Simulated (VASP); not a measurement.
Na:

```xyz
4
Lattice="3.7730 0.0000 0.0000 -1.8865 3.2675 0.0000 0.0000 0.0000 12.7832" Properties=species:S:1:pos:R:3 pbc="T T T"
Na    1.8865    1.0892    9.5874
Na    0.0000    0.0000    6.3916
Na    0.0000    2.1783    3.1958
Na    0.0000    0.0000    0.0000
```

Base run:

```yaml
Program: VASP 6.6.1
Functional: LDA
Potentials_or_basis: VASP PAW LDA potentials, release 64 (Na_pv)
Cutoff: 520 eV
k_mesh: 8 × 8 × 3
Occupations: fermi-dirac, width 0.05 eV
Spin: no spin polarisation
```

Its results: band gap on the k mesh zero (band 14 reaches 1.10 eV, above the bottom of band 15 at -2.22 eV); pressure -1.1 GPa.

**Question.** The run is repeated on the same cell with these changes: functional from LDA to PBEsol; potentials or basis from VASP PAW LDA potentials, release 64 (Na_pv) to VASP PAW PBE potentials, release 64 (Na_pv). What comes out?

**Answer.** Band gap on the k mesh zero (band 14 reaches 1.24 eV, above the bottom of band 15 at -2.07 eV); pressure -0.5 GPa.

Caveats: the PAW data sets were made with another functional, which shifts forces and pressure a little (some runs).
